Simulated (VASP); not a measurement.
Input of a VASP 6.6.1 run:

The input INCAR:

```
SYSTEM = AgO3
PREC     = Accurate       ! precision mode
ENCUT    = 520            ! plane-wave cutoff, eV
EDIFF    = 1E-6           ! SCF threshold, eV
ISMEAR   = 0              ! smearing method
SIGMA    = 0.1            ! smearing width, eV
LREAL    = .False.        ! projectors in reciprocal space
LASPH    = .True.         ! aspherical terms in the spheres
NELM     = 60             ! most SCF steps
ALGO     = Normal         ! electronic algorithm
ISIF     = 2              ! what is computed and relaxed
LWAVE    = .False.        ! write WAVECAR
LCHARG   = .True.         ! write CHGCAR
GGA      = PE             ! functional
LELF     = .True.         ! ELF
LVHAR    = .True.       
NBANDS   = 39             ! bands
```

Contents of KPOINTS:

```
Automatic mesh
0
Gamma
  6 6 4
  0 0 0
```

The input POSCAR:

```
AgO3
1.0
    4.9749001741      0.0000000000      0.0000000000
   -2.4874500870      4.3083899320      0.0000000000
    0.0000000000      0.0000000000      3.9931249786
Ag O
2 6
Direct
    0.3333333333      0.6666666667      0.2500000000
    0.6666666667      0.3333333333      0.7500000000
    0.8330000000      0.6660000000      0.2500000000
    0.1670000000      0.8330000000      0.7500000000
    0.3340000000      0.1670000000      0.2500000000
    0.1670000000      0.3340000000      0.7500000000
    0.8330000000      0.1670000000      0.2500000000
    0.6660000000      0.8330000000      0.7500000000
```

Potentials or basis: VASP PAW PBE potentials, release 64 (Ag, O).

Command:

```bash
$ cat potpaw_PBE.64/Ag/POTCAR potpaw_PBE.64/O/POTCAR > POTCAR
$ mpirun -np 1 vasp_std > vasp.out
```

(1) Estimate the largest force.

(2) What does it give for the pressure?

(3) Predict the band gap on the k mesh.

Answers

(1) 0.478 eV/Å.

(2) -6.7 GPa.

(3) zero (bands 29 and 30 overlap by 0.39 eV).

Caveat: the k points lie up to 0.39 Å⁻¹ apart.
